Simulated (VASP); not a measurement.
Write the native input for VASP 6.6.1 that does the following.

- Task: single point
- Functional: PBE
- Potentials or basis: VASP PAW PBE potentials, release 64 (Al, N)
- Cutoff: 520 eV
- k mesh: 6 × 6 × 4
- Occupations: gaussian, width 0.01 eV
- Spin: no spin polarisation
- Dipole correction: no
- Further INCAR settings: ALGO = Normal; EDIFF = 1e-06; NBANDS = 16

The structure of AlN lies in POSCAR:

```
AlN
1.0
    3.2923468268      0.0000000000      0.0000000000
   -1.6461734134      2.8512559901      0.0000000000
    0.0000000000      0.0000000000      4.1369586208
Al N
2 2
Direct
    0.3333333333      0.6666666667      0.2500000000
    0.6666666667      0.3333333333      0.7500000000
    0.6666666667      0.3333333333      0.2500000000
    0.3333333333      0.6666666667      0.7500000000
```

These files were run (other wordings do the same):

INCAR

```
ALGO = Normal ; EDIFF = 1E-6
ENCUT = 520 ; GGA = PE
ISIF = 2 ; ISMEAR = 0
LASPH = T ; LCHARG = F
LREAL = F ; LWAVE = F
NBANDS = 16 ; NELM = 100
PREC = Accurate ; SIGMA = 0.01
```

KPOINTS

```
k-points
0
Gamma
  6 6 4
```

Potentials or basis: VASP PAW PBE potentials, release 64 (Al, N).

The run is started by

```sh
$ cat potpaw_PBE.64/Al/POTCAR potpaw_PBE.64/N/POTCAR > POTCAR
$ mpirun -np 1 vasp_std > vasp.out
```

Results of the run:

```yaml
Pressure: 5.1 GPa
Band_gap_on_the_k_mesh: 3.47 eV, direct
```

Wall time 19 s on 1 thread of Intel Xeon 8259CL, on a shared host, peak memory 0.14 GiB.
